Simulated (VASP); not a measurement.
# PtSe2 (P-3m1) in VASP: a series of runs

The runs below take PtSe2 through single point, with PBE.

All numbers are computed with VASP 6.6.1; they aren't measurements. Logs are shortened: lines on timing, memory, paths and dates and some standing lists are left out, and cuts for length are marked.

## 1. The cell of the first run

The structure is trigonal, space group P-3m1 (No. 164). Conventional cell: a = 3.575 Å, b = 3.575 Å, c = 5.062 Å, α = 90.00°, β = 90.00°, γ = 120.00°. Within 3.2 Å of Pt (site symmetry -3m) lie 6 Se at 2.42 Å. Within 3.2 Å of Se (site symmetry 3m) lie 3 Pt at 2.42 Å.

## 2. Single point, PBE (strain -0.040 along x and y, +0.000 along z)

The input, INCAR:

```
ALGO     = Normal         # electronic algorithm
EDIFF    = 1E-6           # SCF threshold, eV
ENCUT    = 520            # plane-wave cutoff, eV
GGA      = PE             # functional
ISIF     = 2              # what is computed and relaxed
ISMEAR   = 0              # smearing method
LASPH    = T              # aspherical terms in the spheres
LCHARG   = F              # write CHGCAR
LREAL    = F              # projectors in reciprocal space
LWAVE    = F              # write WAVECAR
NBANDS   = 18             # bands
NELM     = 60             # most SCF steps
PREC     = Accurate       # precision mode
SIGMA    = 0.15           # smearing width, eV
```

The input, KPOINTS:

```
k-points
0
Gamma
  12 12 10
```

The input, POSCAR:

```
PtSe2
1.0
    3.5750405804      0.0000000000      0.0000000000
   -1.7875202902      3.0960759622      0.0000000000
    0.0000000000      0.0000000000      5.0620000000
Pt Se
1 2
Direct
    0.0000000000      0.0000000000      0.0000000000
    0.3333333333      0.6666666667      0.2500000000
    0.6666666667      0.3333333333      0.7500000000
```

Potentials or basis: VASP PAW PBE potentials, release 64 (Pt, Se).

The run is started by

```
$ cat potpaw_PBE.64/Pt/POTCAR potpaw_PBE.64/Se/POTCAR > POTCAR
$ mpirun -np 1 vasp_std > vasp.out
```

OUTCAR:

```text
EDIFF = 1E-6
   ENCUT = 520
   GGA = PE
   ISIF = 2
   ISMEAR = 0
   LASPH = T
   LREAL = F
   NELM = 60
   PREC = Accurate

 ion  position               nearest neighbor table
   1  0.000  0.000  0.000-   2 2.42   3 2.42   3 2.42   2 2.42   3 2.42   2 2.42
   2  0.333  0.667  0.250-   1 2.42   1 2.42   1 2.42
   3  0.667  0.333  0.750-   1 2.42   1 2.42   1 2.42

  LATTYP: Found a hexagonal cell.
 ALAT       =     3.5750405804
 C/A-ratio  =     1.4159279835

  Lattice vectors:

 A1 = (   3.5750405804,   0.0000000000,   0.0000000000)
 A2 = (  -1.7875202902,   3.0960759622,   0.0000000000)
 A3 = (   0.0000000000,   0.0000000000,   5.0620000000)

Analysis of symmetry for initial positions (statically):
=====================================================================
 Subroutine PRICEL returns:
 Original cell was already a primitive cell.

 Routine SETGRP: Setting up the symmetry group for a
 hexagonal supercell.

 Subroutine GETGRP returns: Found 12 space group operations
 (whereof 12 operations were pure point group operations)
 out of a pool of 24 trial point group operations.

The static configuration has the point symmetry D_3d.

Analysis of symmetry for dynamics (positions and initial velocities):
=====================================================================
 Subroutine PRICEL returns:
 Original cell was already a primitive cell.

 Routine SETGRP: Setting up the symmetry group for a
 hexagonal supercell.

 Subroutine GETGRP returns: Found 12 space group operations
 (whereof 12 operations were pure point group operations)
 out of a pool of 24 trial point group operations.

The dynamic configuration has the point symmetry D_3d.

 Subroutine INISYM returns: Found 12 space group operations
 (whereof 12 operations are pure point group operations),
 and found     1 'primitive' translations

----------------------------------------------------------------------------------------

                                     Primitive cell

  volume of cell :      56.0292

  direct lattice vectors                    reciprocal lattice vectors
     3.575040580  0.000000000  0.000000000     0.279717105  0.161494746  0.000000000
    -1.787520290  3.096075962  0.000000000     0.000000000  0.322989491  0.000000000
     0.000000000  0.000000000  5.062000000     0.000000000  0.000000000  0.197550375

  length of vectors
     3.575040580  3.575040580  5.062000000     0.322989491  0.322989491  0.197550375

  position of ions in fractional coordinates (direct lattice)
     0.000000000  0.000000000  0.000000000
     0.333333333  0.666666667  0.250000000
     0.666666667  0.333333333  0.750000000

  ion indices of the primitive-cell ions
   primitive index   ion index
                 1           1
                 2           2
                 3           3

----------------------------------------------------------------------------------------

 KPOINTS: k-points

Automatic generation of k-mesh.
 Grid dimensions read from file:
 generate k-points for:   12   12   10

 Generating k-lattice:

  Cartesian coordinates                     Fractional coordinates (reciprocal lattice)
     0.023309759  0.013457895  0.000000000     0.083333333  0.000000000  0.000000000
     0.000000000  0.026915791  0.000000000     0.000000000  0.083333333  0.000000000
     0.000000000  0.000000000  0.019755038     0.000000000  0.000000000  0.100000000

  Length of vectors
     0.026915791  0.026915791  0.019755038

  Shift w.r.t. Gamma in fractional coordinates (k-lattice)
     0.000000000  0.000000000  0.000000000

 Subroutine IBZKPT returns following result:
 ===========================================

 Found    162 irreducible k-points:

 Following reciprocal coordinates:
            Coordinates               Weight
  0.000000  0.000000  0.000000      1.000000
  0.083333 -0.000000  0.000000      6.000000
  0.166667  0.000000  0.000000      6.000000
  0.250000  0.000000  0.000000      6.000000
  0.333333  0.000000  0.000000      6.000000
  0.416667 -0.000000  0.000000      6.000000
[... 16 lines left out ...]
  0.166667  0.000000  0.100000      6.000000
  0.000000  0.166667  0.100000      6.000000
 [... further k-points ...]
   k-points           NKPTS =    162   k-points in BZ     NKDIM =    162   number of bands    NBANDS=     18
   number of dos      NEDOS =    301   number of ions     NIONS =      3
   total plane-waves  NPLWV =  31360
   dimension x,y,z NGX =    28 NGY =   28 NGZ =   40
   dimension x,y,z NGXF=    56 NGYF=   56 NGZF=   80
   ions per type =               1   2
   NGX,Y,Z   is equivalent  to a cutoff of  13.02, 13.02, 13.14 a.u.
   NGXF,Y,Z  is equivalent  to a cutoff of  26.04, 26.04, 26.27 a.u.
 SYSTEM =  unknown system
   PREC   = accura    normal or accurate (medium, high low for compatibility)
   ISTART =      0    job   : 0-new  1-cont  2-samecut
   ICHARG =      2    charge: 1-file 2-atom 10-const
   ISPIN  =      1    spin polarized calculation?
   LNONCOLLINEAR =      F non collinear calculations
   LSORBIT =      F    spin-orbit coupling
   LASPH  =      T    aspherical Exc in radial PAW
   ENCUT  =  520.0 eV  38.22 Ry    6.18 a.u.   6.65  6.65  9.41*2*pi/ulx,y,z
   NELM   =     60;   NELMIN=  2; NELMDL= -5     # of ELM steps
   EDIFF  = 0.1E-05   stopping-criterion for ELM
   LREAL  =      F    real-space projection
   EDIFFG = 0.1E-04   stopping-criterion for IOM
   NSW    =      0    number of steps for IOM
   IBRION =     -1    ionic relax: 0-MD 1-quasi-New 2-CG
   NFREE  =      0    steps in history (QN), initial steepest desc. (CG)
   ISIF   =      2    stress and relaxation
   ISYM   =      2    0-nonsym 1-usesym 2-fastsym
   POTIM  = 0.5000    time-step for ionic-motion
   TEBEG  =    0.0;   TEEND  =   0.0 temperature during run
   PSTRESS=    0.0 pullay stress
   NELECT =      22.0000    total number of electrons
   NUPDOWN=      -1.0000    fix difference up-down
   EMIN   =  10.00;   EMAX   =-10.00  energy-range for DOS
   EFERMI =   0.00;   METHOD = LEGACY
   ISMEAR =     0;   SIGMA  =   0.15  broadening in eV -4-tet -1-fermi 0-gaus
   EFERMI_NEDOS =   21; number of points for ismear=-14 and -15
   IALGO  =     38    algorithm
   IMIX   =      4    mixing-type and parameters
     AMIX     =   0.40;   BMIX     =  1.00
     AMIX_MAG =   1.60;   BMIX_MAG =  1.00
  volume/ion in A,a.u.               =      18.68       126.03
  Fermi-wavevector in a.u.,A,eV,Ry     =   1.198793  2.265390 19.552992  1.437104
  Thomas-Fermi vector in A             =   2.334673
   LORBIT       =      0    0 simple, 1 ext, 2 COOP (PROOUT), +10 PAW based schemes
   GGA     = PE    functional components
   LHFCALC =     F    Hartree Fock is set to
   AEXX    =    0.0000 exact exchange contribution
   IVDW    =     0    specifies the selected vdW correction
   LEPSILON=     F    determine dielectric tensor
   LRPA    =     F    only Hartree local field effects (RPA)
 non-spin polarized calculation
 Gauss-broadening in eV      SIGMA  =   0.15
  energy-cutoff  :      520.00
  volume of cell :       56.03
 maximum number of plane-waves:      1531
 NGX is ok and might be reduce to    28
   NGX = 13   NGY = 13   NGZ = 19

 number of electron      21.9999998 magnetization

 Free energy of the ion-electron system (eV)
  ---------------------------------------------------
  ext. energy  EPLUGINS =         0.00000000
  ---------------------------------------------------
  free energy    TOTEN  =       -13.69355226 eV

  energy without entropy =      -13.68769586  energy(sigma->0) =      -13.69062406

 E-fermi :   7.7516     XC(G=0): -11.0243

 val. band max:        7.7495899875   @ k =   0.3333   0.3333   0.0000
 cond. band min:       7.7846803611   @ k =   0.0000   0.0000   0.1000
 fundamental gap:      0.0350903736
 Fermi energy:         7.7515593788

 k-point     1 :       0.0000    0.0000    0.0000
  band No.  band energies     occupation
      1      -8.7913      2.00000
      2      -5.6269      2.00000
      3      -0.3506      2.00000
      4       0.5549      2.00000
      5       0.5549      2.00000
      6       3.1308      2.00000
[... 10 lines left out ...]
     17      15.1144      0.00000
     18      20.1157      0.00000

 k-point     2 :       0.0833   -0.0000    0.0000
  band No.  band energies     occupation
      1      -8.6985      2.00000
      2      -5.6658      2.00000
      3      -0.2460      2.00000
      4       0.6039      2.00000
      5       0.6122      2.00000
      6       3.0187      2.00000
[... 10 lines left out ...]
     17      15.4273      0.00000
     18      18.5657      0.00000

 k-point     3 :       0.1667    0.0000    0.0000
  band No.  band energies     occupation
      1      -8.4291      2.00000
      2      -5.7728      2.00000
      3       0.0522      2.00000
      4       0.7520      2.00000
      5       0.7680      2.00000
      6       2.6209      2.00000
[... 10 lines left out ...]
     17      16.1683      0.00000
     18      16.8568      0.00000

 k-point     4 :       0.2500    0.0000    0.0000
  band No.  band energies     occupation
      1      -8.0120      2.00000
      2      -5.9247      2.00000
      3       0.4553      2.00000
      4       0.9678      2.00000
      5       0.9994      2.00000
      6       1.9105      2.00000
[... 375 lines left out ...]
      4       0.6061      2.00000
      5       0.6417      2.00000
      6       3.0026      2.00000
[... 10 lines left out ...]
     17      15.6150      0.00000
     18      17.9130      0.00000

 k-point    23 :       0.1667    0.0000    0.1000
  band No.  band energies     occupation
      1      -8.3893      2.00000
      2      -5.8676      2.00000
      3       0.1539      2.00000
      4       0.7591      2.00000
      5       0.7912      2.00000
      6       2.6628      2.00000
[... 10 lines left out ...]
     17      15.7918      0.00000
     18      16.7252      0.00000

 k-point    24 :       0.0000    0.1667    0.1000
  band No.  band energies     occupation
      1      -8.3958      2.00000
      2      -5.8443      2.00000
      3       0.0255      2.00000
      4       0.7493      2.00000
      5       0.8913      2.00000
      6       2.5521      2.00000
[... 10 lines left out ...]
     17      16.4836      0.00000
     18      16.5621      0.00000

 [... further k-points ...]
[... 5 lines left out ...]
  --------------------------------------------------------------------------------------
  -------------------------------------------------------------------------------------
  Total        9.3214298      9.3214298      6.0703141      0.0000000      0.0000000      0.0000000
  in kB      266.5498197    266.5498197    173.5829325      0.0000000      0.0000000      0.0000000
  external PRESSURE =     235.5608573 kB  Pullay stress =       0.0000000 kB

 VOLUME and BASIS-vectors are now :
 -----------------------------------------------------------------------------
  energy-cutoff  :      520.00
  volume of cell :       56.03
      direct lattice vectors                 reciprocal lattice vectors
     3.575040580  0.000000000  0.000000000     0.279717105  0.161494746  0.000000000
    -1.787520290  3.096075962  0.000000000     0.000000000  0.322989491  0.000000000
     0.000000000  0.000000000  5.062000000     0.000000000  0.000000000  0.197550375

 POSITION                                       TOTAL-FORCE (eV/Angst)
 -----------------------------------------------------------------------------------
      0.00000      0.00000      0.00000         0.000000      0.000000      0.000000
     -0.00000      2.06405      1.26550        -0.000000     -0.000000      1.753749
      1.78752      1.03203      3.79650        -0.000000      0.000000     -1.753749
 -----------------------------------------------------------------------------------
    total drift:                               -0.000000     -0.000000     -0.000000

  FREE ENERGIE OF THE ION-ELECTRON SYSTEM (eV)
  ---------------------------------------------------
  free  energy   TOTEN  =       -13.6935522558 eV

  energy  without entropy=      -13.6876958648  energy(sigma->0) =      -13.69062406
```

It took 2.4 min on 1 thread of AMD EPYC 9R45 (Zen 5), shared host; peak memory 0.27 GiB.

Results:

| Property | Result |
| --- | --- |
| Free energy | -13.6936 eV |
| Pressure | 23.6 GPa |
| Largest force | 1.754 eV/Å |
| Band gap on the k mesh | zero (band 11 reaches 8.01 eV, above the bottom of band 12 at 7.75 eV) |

Forces on the atoms (eV/Å):
```
Pt   0.000  0.000  0.000
Se   0.000  0.000  1.754
Se   0.000  0.000 -1.754
```

Levels at points of the mesh, in eV from the Fermi level:
```
           k point  band 9  band 10  band 11  band 12  band 13  band 14
(0.00, 0.00, 0.00)   -1.10    -1.10     0.26     1.69     1.69     3.60
(0.50, 0.00, 0.00)   -3.81    -3.77    -3.23     0.72     2.58     5.07
(0.00, 0.00, 0.50)   -1.73    -1.53    -1.53     2.59     2.59     4.68
(0.50, 0.00, 0.50)   -3.59    -3.08    -1.69     1.10     1.93     4.45
```

Caveat: the cell differs from its parent crystal (strain -0.040 along x and y, +0.000 along z); spin-orbit coupling is left out, which moves the levels of the heavy elements; forces of over 1 eV/Å act on the atoms, so gaps and moduli don't describe the material at rest.

[end of part 1 of 2]
